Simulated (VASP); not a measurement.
A run of VASP 6.6.1 is set up as follows.

Contents of INCAR:

```
PREC = Accurate
ENCUT = 520
EDIFF = 1E-6
ISMEAR = -1
SIGMA = 0.05
LREAL = False
LASPH = True
NELM = 60
ALGO = Fast
ISIF = 2
LWAVE = False
LCHARG = False
GGA = CA
NBANDS = 10
```

The input KPOINTS:

```
regular mesh
0
Gamma
  12 12 12
```

POSCAR

```
Ir
1.0
    0.0000000000      1.9531703226      1.9531703226
    1.9531703226      0.0000000000      1.9531703226
    1.9531703226      1.9531703226      0.0000000000
Ir
1
Direct
    0.0000000000      0.0000000000      0.0000000000
```

Potentials or basis: VASP PAW LDA potentials, release 64 (Ir).

The run is started by

```bash
$ cat potpaw_LDA.64/Ir/POTCAR > POTCAR
$ mpirun -np 1 vasp_std > vasp.out
```

What does it give for the pressure?

-23.6 GPa.
